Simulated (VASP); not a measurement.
A run of VASP 6.6.1 is set up as follows.

File INCAR:

```
PREC     = Accurate       # precision mode
ENCUT    = 520            # plane-wave cutoff, eV
EDIFF    = 1E-7           # SCF threshold, eV
ISMEAR   = 0              # smearing method
SIGMA    = 0.05           # smearing width, eV
LREAL    = F              # projectors in reciprocal space
LASPH    = T              # aspherical terms in the spheres
NELM     = 100            # most SCF steps
ALGO     = Normal         # electronic algorithm
ISIF     = 2              # what is computed and relaxed
LWAVE    = F              # write WAVECAR
LCHARG   = F              # write CHGCAR
GGA      = PE             # functional
NBANDS   = 15             # bands
```

Contents of KPOINTS:

```
Automatic mesh
0
Gamma
  6 6 6
```

File POSCAR:

```
KCl
1.0
    3.8391960000      0.0000000000      0.0000000000
    0.0000000000      3.8391960000      0.0000000000
    0.0000000000      0.0000000000      3.8391960000
K Cl
1 1
Direct
   -0.0781413608      0.0000000000      0.0000000000
    0.5000000000      0.5000000000      0.5000000000
```

Potentials or basis: VASP PAW PBE potentials, release 64 (K_sv, Cl).

Run with:

```sh
$ cat potpaw_PBE.64/K_sv/POTCAR potpaw_PBE.64/Cl/POTCAR > POTCAR
$ mpirun -np 1 vasp_std > vasp.out
```

Question: What does it give for the band gap on the k mesh?

Answer: 4.81 eV (least direct gap 5.02 eV).

Question: Predict the largest force.

Answer: 0.199 eV/Å.

Forces in eV/Å, atoms in the order of the input:
```
K    0.199  0.000  0.000
Cl  -0.199  0.000  0.000
```

Caveat: the cell differs from its parent crystal (atom 1 (K) moved by (-0.300, +0.000) A along x and y). A k mesh can miss the band edges.
